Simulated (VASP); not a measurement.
# RbFe3 (P6_3/mmc) in VASP: single point with PBE

Aim: the single point of RbFe3 with PBE.

Program: VASP 6.6.1. These are calculated values, not measurements. Logs are shortened: lines on timing, memory, paths and dates and some standing lists are left out, and cuts for length are marked.

### Step 1. The cell of the first run

The structure is hexagonal, space group P6_3/mmc (No. 194). The conventional cell has a = 5.992 Å, b = 5.992 Å, c = 4.809 Å, α = 90.00°, β = 90.00°, γ = 120.00°. Within 3.9 Å of Rb (site symmetry -6m2) lie 12 Fe at 2.96 to 3.00 Å. Within 3.9 Å of Fe (site symmetry mm2) lie 4 Rb at 2.96 to 3.00 Å and 8 Fe at 2.96 to 3.00 Å.

### Step 2. Single point, PBE, collinear spin, ferromagnetic start

Input file INCAR:

```
SYSTEM = RbFe3
ALGO     = Fast           ! electronic algorithm
EDIFF    = 1E-6           ! SCF threshold, eV
ENCUT    = 520            ! plane-wave cutoff, eV
GGA      = PE             ! functional
ISIF     = 2              ! what is computed and relaxed
ISMEAR   = 0              ! smearing method
ISPIN    = 2              ! spin polarisation
LASPH    = .True.         ! aspherical terms in the spheres
LCHARG   = .False.        ! write CHGCAR
LMAXMIX  = 4              ! l up to which the mixer works
LORBIT   = 11             ! projections on sites
LREAL    = .False.        ! projectors in reciprocal space
LWAVE    = .False.        ! write WAVECAR
MAGMOM   = 0 0 4 4 4 4 4 4 ! initial moments
NBANDS   = 47             ! bands
NELM     = 150            ! most SCF steps
PREC     = Accurate       ! precision mode
SIGMA    = 0.1            ! smearing width, eV
```

Input file KPOINTS:

```
k-points
0
Gamma
  6 6 4
  0 0 0
```

Input file POSCAR:

```
RbFe3
1.0
    5.9915382702      0.0000000000      0.0000000000
   -2.9957691351      5.1888243497      0.0000000000
    0.0000000000      0.0000000000      4.8091339102
Rb Fe
2 6
Direct
    0.3333333333      0.6666666667      0.2500000000
    0.6666666667      0.3333333333      0.7500000000
    0.8330000000      0.6660000000      0.2500000000
    0.1670000000      0.8330000000      0.7500000000
    0.3340000000      0.1670000000      0.2500000000
    0.1670000000      0.3340000000      0.7500000000
    0.8330000000      0.1670000000      0.2500000000
    0.6660000000      0.8330000000      0.7500000000
```

Potentials or basis: VASP PAW PBE potentials, release 64 (Rb_sv, Fe).

Command:

```sh
> cat potpaw_PBE.64/Rb_sv/POTCAR potpaw_PBE.64/Fe/POTCAR > POTCAR
> mpirun -np 1 vasp_std > vasp.out
```

OUTCAR:

```text
SYSTEM = RbFe3
   EDIFF = 1E-6
   ENCUT = 520
   GGA = PE
   ISIF = 2
   ISMEAR = 0
   ISPIN = 2
   LASPH = .True.
   LORBIT = 11
   LREAL = .False.
   NELM = 150
   PREC = Accurate

 ion  position               nearest neighbor table
   1  0.333  0.667  0.250-   4 2.96   4 2.96   6 2.96   6 2.96   8 2.96   8 2.96   5 3.00   3 3.00
                             7 3.00   7 3.00   5 3.00   3 3.00   2 4.21   2 4.21   2 4.21   2 4.21
   2  0.667  0.333  0.750-   7 2.96   7 2.96   3 2.96   3 2.96   5 2.96   5 2.96   8 3.00   6 3.00
                             4 3.00   4 3.00   8 3.00   6 3.00   1 4.21   1 4.21   1 4.21   1 4.21
   3  0.833  0.666  0.250-   2 2.96   2 2.96   8 2.96   4 2.96   4 2.96   8 2.96   5 2.99   7 2.99
                             1 3.00   1 3.00   7 3.00   5 3.00
   4  0.167  0.833  0.750-   1 2.96   1 2.96   5 2.96   5 2.96   3 2.96   3 2.96   6 2.99   8 2.99
                             2 3.00   2 3.00   6 3.00   8 3.00
   5  0.334  0.167  0.250-   2 2.96   2 2.96   4 2.96   4 2.96   6 2.96   6 2.96   3 2.99   7 2.99
                             1 3.00   1 3.00   3 3.00   7 3.00
   6  0.167  0.334  0.750-   1 2.96   1 2.96   7 2.96   5 2.96   5 2.96   7 2.96   8 2.99   4 2.99
                             2 3.00   2 3.00   4 3.00   8 3.00
   7  0.833  0.167  0.250-   2 2.96   2 2.96   8 2.96   8 2.96   6 2.96   6 2.96   3 2.99   5 2.99
                             1 3.00   1 3.00   3 3.00   5 3.00
   8  0.666  0.833  0.750-   1 2.96   1 2.96   7 2.96   7 2.96   3 2.96   3 2.96   6 2.99   4 2.99
                             2 3.00   2 3.00   6 3.00   4 3.00

  LATTYP: Found a hexagonal cell.
 ALAT       =     5.9915382702
 C/A-ratio  =     0.8026542923

  Lattice vectors:

 A1 = (   5.9915382702,   0.0000000000,   0.0000000000)
 A2 = (  -2.9957691351,   5.1888243497,   0.0000000000)
 A3 = (   0.0000000000,   0.0000000000,   4.8091339102)

Analysis of symmetry for initial positions (statically):
=====================================================================
 Subroutine PRICEL returns:
 Original cell was already a primitive cell.

 Routine SETGRP: Setting up the symmetry group for a
 hexagonal supercell.

 Subroutine GETGRP returns: Found 24 space group operations
 (whereof 12 operations were pure point group operations)
 out of a pool of 24 trial point group operations.

The static configuration has the point symmetry D_3d.
 The point group associated with its full space group is D_6h.

Analysis of symmetry for dynamics (positions and initial velocities):
=====================================================================
 Subroutine PRICEL returns:
 Original cell was already a primitive cell.

 Routine SETGRP: Setting up the symmetry group for a
 hexagonal supercell.
[... 175 lines left out ...]
  free energy    TOTEN  =       -38.59636064 eV

  energy without entropy =      -38.56716183  energy(sigma->0) =      -38.58176124

 E-fermi :   3.3983     XC(G=0): -10.6796

 val. band max:        3.3893268589   @ k =   0.3333   0.1667   0.2500
 cond. band min:       3.3994116806   @ k =   0.1667   0.0000   0.0000
 fundamental gap:      0.0100848217
 Fermi energy:         3.3983051815

 spin component 1

 k-point     1 :       0.0000    0.0000    0.0000
  band No.  band energies     occupation
      1     -23.4888      1.00000
      2     -23.4261      1.00000
      3      -8.1141      1.00000
      4      -8.1141      1.00000
      5      -8.0826      1.00000
      6      -7.7918      1.00000
[... 997 lines left out ...]
     44       3.3209      0.86322
     45       6.4216      0.00000
 Fermi energy:         3.3983051815

 spin component 2

 k-point     1 :       0.0000    0.0000    0.0000
  band No.  band energies     occupation
      1     -23.4705      1.00000
      2     -23.4064      1.00000
      3      -8.1200      1.00000
      4      -8.1200      1.00000
      5      -8.0475      1.00000
      6      -7.7906      1.00000
[... 997 lines left out ...]
     44       5.0165      0.00000
     45       7.0295      0.00000
 [bands above 45 left out]

------------------------ aborting loop because EDIFF is reached ----------------------------------------

  FORCE on cell =-STRESS in cart. coord.  units (eV):
  Direction    XX          YY          ZZ          XY          YZ          ZX
  --------------------------------------------------------------------------------------
  -------------------------------------------------------------------------------------
  Total       -2.3371287     -2.3371287      1.5154333      0.0000000     -0.0000000      0.0000000
  in kB      -25.0448845    -25.0448845     16.2395220      0.0000000     -0.0000000      0.0000000
  external PRESSURE =     -11.2834157 kB  Pullay stress =       0.0000000 kB

 VOLUME and BASIS-vectors are now :
 -----------------------------------------------------------------------------
  energy-cutoff  :      520.00
  volume of cell :      149.51
      direct lattice vectors                 reciprocal lattice vectors
     5.991538270  0.000000000  0.000000000     0.166902047  0.096360942  0.000000000
    -2.995769135  5.188824350  0.000000000     0.000000000  0.192721883  0.000000000
     0.000000000  0.000000000  4.809133910     0.000000000  0.000000000  0.207937649

 POSITION                                       TOTAL-FORCE (eV/Angst)
 -----------------------------------------------------------------------------------
     -0.00000      3.45922      1.20228         0.000000      0.000000      0.000000
      2.99577      1.72961      3.60685         0.000000     -0.000000      0.000000
      2.99577      3.45576      1.20228         0.000000      1.514073     -0.000000
     -1.49489      4.32229      3.60685        -1.311226      0.757036     -0.000000
      1.50088      0.86653      1.20228        -1.311226     -0.757036     -0.000000
      0.00000      1.73307      3.60685         0.000000     -1.514073      0.000000
      4.49066      0.86653      1.20228         1.311226     -0.757036      0.000000
      1.49489      4.32229      3.60685         1.311226      0.757036      0.000000
 -----------------------------------------------------------------------------------
    total drift:                               -0.000000      0.000000      0.000000

  FREE ENERGIE OF THE ION-ELECTRON SYSTEM (eV)
  ---------------------------------------------------
  free  energy   TOTEN  =       -38.5963606397 eV

  energy  without entropy=      -38.5671618313  energy(sigma->0) =      -38.58176124

 total charge

# of ion       s       p       d       tot
------------------------------------------
    1        2.010   5.242   0.166   7.417
    2        2.010   5.242   0.166   7.417
    3        0.404   0.221   6.123   6.748
    4        0.404   0.221   6.123   6.748
    5        0.404   0.221   6.123   6.748
    6        0.404   0.221   6.123   6.748
    7        0.404   0.221   6.123   6.748
    8        0.404   0.221   6.123   6.748
--------------------------------------------------
tot          6.443  11.807  37.071  55.322

 magnetization (x)

# of ion       s       p       d       tot
------------------------------------------
    1       -0.010   0.040  -0.018   0.012
    2       -0.010   0.040  -0.018   0.012
    3        0.011  -0.017   2.868   2.862
    4        0.011  -0.017   2.868   2.862
    5        0.011  -0.017   2.868   2.862
    6        0.011  -0.017   2.868   2.862
    7        0.011  -0.017   2.868   2.862
    8        0.011  -0.017   2.868   2.862
--------------------------------------------------
tot          0.047  -0.020  17.171  17.197
```

OSZICAR:

```text
N       E                     dE             d eps       ncg     rms          rms(c)
DAV:   1     0.596577122384E+03    0.59658E+03   -0.28263E+04  3948   0.156E+03
DAV:   2     0.334226511232E+02   -0.56315E+03   -0.54040E+03  3963   0.377E+02
DAV:   3    -0.349610240903E+02   -0.68384E+02   -0.59566E+02  4568   0.141E+02
[... 13 lines left out ...]
RMM:  17    -0.385963455496E+02   -0.14008E-04   -0.14346E-04  6449   0.313E-02    0.366E-03
RMM:  18    -0.385963533735E+02   -0.78240E-05   -0.80005E-05  5513   0.215E-02    0.240E-03
RMM:  19    -0.385963572029E+02   -0.38294E-05   -0.37794E-05  4996   0.158E-02    0.136E-03
RMM:  20    -0.385963590862E+02   -0.18833E-05   -0.19196E-05  4372   0.113E-02    0.773E-04
RMM:  21    -0.385963601424E+02   -0.10562E-05   -0.11123E-05  3899   0.881E-03    0.339E-04
RMM:  22    -0.385963606397E+02   -0.49730E-06   -0.58149E-06  3391   0.706E-03
   1 F= -.38596361E+02 E0= -.38581761E+02  d E =-.291988E-01  mag=    17.0805
```

Run time: 11 min. Hardware: 1 thread of Intel Xeon Platinum 8375C at 2.90GHz (Ice Lake), shared host; peak memory 0.46 GiB.

Results:

- Free energy: -38.5964 eV
- Pressure: -1.1 GPa
- Largest force: 1.514 eV/Å
- Net moment: 17.08 μB per cell
- Site moments: Rb +0.01; Fe +2.86 μB
- Valence electrons inside the program's atomic spheres: Rb 7.42; Fe 6.75

Forces in eV/Å, atoms in the order of the input:
```
Rb   0.000  0.000  0.000
Rb   0.000  0.000  0.000
Fe   0.000  1.514  0.000
Fe  -1.311  0.757  0.000
Fe  -1.311 -0.757  0.000
Fe   0.000 -1.514  0.000
Fe   1.311 -0.757  0.000
Fe   1.311  0.757  0.000
```

Caveat: forces of over 1 eV/Å act on the atoms, so gaps and moduli don't describe the material at rest.
